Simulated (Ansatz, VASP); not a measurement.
Hf in VASP and in Ansatz

```xyz
2
Lattice="3.3183 0.0000 0.0000 -1.6591 2.8737 0.0000 0.0000 0.0000 4.9962" Properties=species:S:1:pos:R:3 pbc="T T T"
Hf    0.0000    1.9158    1.2491
Hf    1.6592    0.9579    3.7472
```

Alike in both runs: task single point; functional PBEsol; k mesh 18 × 18 × 10; occupations gaussian, width 0.15 eV; no spin polarisation.

|  | VASP | Ansatz |
| --- | --- | --- |
| version | VASP 6.6.1 | Ansatz 0.2.0 |
| potentials or method | VASP PAW PBE potentials, release 64 (Hf_pv), cutoff 520 eV | scalar-relativistic, plane waves, PAW |
| valence electrons in the cell | 20 | 52 |

```tsv
	VASP	Ansatz	Ansatz less VASP
gap on the k mesh at the Fermi level (eV)	none	none	-
pressure (GPa)	-9.5	-9.1	+0.38
traceless stress, the component that is largest in VASP (GPa)	3.16	3.21	+0.056
```

VASP's potentials were made for PBE, not for PBEsol. A gap of «none» marks a metal or a gap that the smearing closes. The functional is the same, so the differences come from potentials, cutoffs and numerics. VASP's potentials hold 20 valence electrons a cell and Ansatz's 52, so a difference there can come from the potentials and not from the codes.

Neither program's run includes spin-orbit coupling.
